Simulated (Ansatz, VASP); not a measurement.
Ga in VASP and in Ansatz

The input INCAR:

```
ALGO     = Fast           # electronic algorithm
EDIFF    = 1E-6           # SCF threshold, eV
EDIFFG   = -0.005         # ionic threshold
ENCUT    = 600            # plane-wave cutoff, eV
GGA      = PS             # functional
IBRION   = 2              # ionic algorithm
ISIF     = 3              # what is computed and relaxed
ISMEAR   = 0              # smearing method
LASPH    = T              # aspherical terms in the spheres
LCHARG   = F              # write CHGCAR
LREAL    = F              # projectors in reciprocal space
LWAVE    = F              # write WAVECAR
NELM     = 100            # most SCF steps
NSW      = 100            # ionic steps
PREC     = Accurate       # precision mode
SIGMA    = 0.1            # smearing width, eV
```

File KPOINTS:

```
k-points
0
Gamma
  12 12 10
```

File POSCAR:

```
Ga
1.0
    2.2615000000     -3.8305000000      0.0000000000
    2.2615000000      3.8305000000      0.0000000000
    0.0000000000      0.0000000000      4.5240000000
Ga
4
Direct
    0.8451000000      0.1549000000      0.0810000000
    0.6549000000      0.3451000000      0.5810000000
    0.1549000000      0.8451000000      0.9190000000
    0.3451000000      0.6549000000      0.4190000000
```

Input for Ansatz:

```yaml
crystal:
  lattice:
    - [2.2615, -3.8305, 0.0]
    - [2.2615, 3.8305, 0.0]
    - [0.0, 0.0, 4.524]
  atoms:
    - { symbol: Ga, position: [0.8451, 0.1549, 0.081] }
    - { symbol: Ga, position: [0.6549, 0.3451, 0.581] }
    - { symbol: Ga, position: [0.1549, 0.8451, 0.919] }
    - { symbol: Ga, position: [0.3451, 0.6549, 0.419] }
basis:
  ecutwfc: 420
kpoints:
  mp_grid: { grid: [12, 12, 10] }
hamiltonian:
  xc: pbesol
scf:
  occupations: { method: gaussian, width: 0.1 }
output:
  forces: true
  stress: true
  eigenvalues: true
relax:
  adjacent_minimum: "off"
  f_tol: 0.005
  max_steps: 80
  cell: { stress_tol: 0.05 }
```

Alike in both runs: task relaxation of cell and atoms; functional PBEsol; k mesh 12 × 12 × 10; occupations gaussian, width 0.1 eV; no spin polarisation.

|  | VASP | Ansatz |
| --- | --- | --- |
| version | VASP 6.6.1 | Ansatz 0.2.0 |
| potentials or method | VASP PAW PBE potentials, release 64 (Ga_d), cutoff 600 eV | scalar-relativistic, plane waves, PAW |
| valence electrons in the cell | 52 | 52 |

```csv
,VASP,Ansatz,Ansatz less VASP
"gap on the k mesh at the Fermi level, each at its own relaxed structure (eV)",none,none,-
relaxed volume (Å³/atom),19.07,19.06,-0.011
relaxed length of the cell vector where the two differ most in proportion (Å),4.408,4.406,-0.0021
```

VASP's potentials were made for PBE, not for PBEsol. A gap of «none» marks a metal or a gap that the smearing closes.
